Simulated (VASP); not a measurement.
A run of VASP 6.6.1 is set up as follows.

INCAR

```
PREC = Accurate
ENCUT = 520
EDIFF = 1E-7
ISMEAR = 0
SIGMA = 0.15
LREAL = False
LASPH = True
NELM = 60
ALGO = Normal
ISIF = 2
LWAVE = False
LCHARG = False
GGA = PE
IVDW = 12
NBANDS = 14
```

File KPOINTS:

```
regular mesh
0
Gamma
  18 18 4
```

File POSCAR:

```
Al
1.0
    2.8538000000      0.0000000000      0.0000000000
   -1.4269000000      2.4714632973      0.0000000000
    0.0000000000      0.0000000000      9.6403000000
Al
4
Direct
    0.0000000000      0.0000000000      0.0000000000
    0.3333333333      0.6666666667      0.2500000000
    0.0000000000      0.0000000000      0.5000000000
    0.6666666667      0.3333333333      0.7500000000
```

Potentials or basis: VASP PAW PBE potentials, release 64 (Al).

Run with:

```bash
$ cat potpaw_PBE.64/Al/POTCAR > POTCAR
$ mpirun -np 1 vasp_std > vasp.out
```

Task: Estimate the pressure.

Result: -5.0 GPa.

Task: What does it give for the band gap on the k mesh?

Result: Zero (band 6 reaches 11.12 eV, above the bottom of band 7 at 6.25 eV).

Task: Predict the dispersion energy per atom.

Result: -0.326 eV.

Stress tensor (GPa, compression positive):
```
-4.47  0.00  0.00
 0.00 -4.47  0.00
 0.00  0.00 -6.05
```

Caveat: pairwise dispersion overbinds metals, which lowers pressure and volume.
